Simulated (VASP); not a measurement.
B, 2 atoms in the cell. Symmetry: I4_1/amd, No. 141, tetragonal system. Conventional cell: a = 3.620 Å, b = 3.620 Å, c = 1.555 Å, α = 90.00°, β = 90.00°, γ = 90.00°. B (site symmetry -4m2) has 6 B at 1.56 to 1.85 Å within 2.1 Å. 

| Item | Value |
| --- | --- |
| Program | VASP 6.6.1 |
| Task | relaxation of cell and atoms |
| Functional | PBE |
| Potentials or basis | VASP PAW PBE potentials, release 64 (B) |
| Cutoff | 600 eV |
| k mesh | 23 × 23 × 23 |
| Occupations | fermi-dirac, width 0.08 eV |
| Spin | no spin polarisation |
| Target pressure | 100 GPa |
| Dipole correction | no |
| Further INCAR settings | ALGO = Normal; EDIFF = 1e-06; IBRION = 2; EDIFFG = -0.005; NSW = 32; ISIF = 3 |

Potentials or basis: VASP PAW PBE potentials, release 64 (B).

Command:

```sh
$ cat potpaw_PBE.64/B/POTCAR > POTCAR
$ mpirun -np 1 vasp_std > vasp.out
```

Hardware: 1 thread of AMD EPYC 9R45 96-Core Processor (Zen 5) (shared host).

**Question.** How long does it take, and how much memory?

**Answer.** Wall time 45 s on 1 thread of AMD EPYC 9R45 96-Core Processor (Zen 5), with other jobs on the host, peak memory 0.16 GiB. Counts: scf iterations 9, k points 936, ion steps 1.
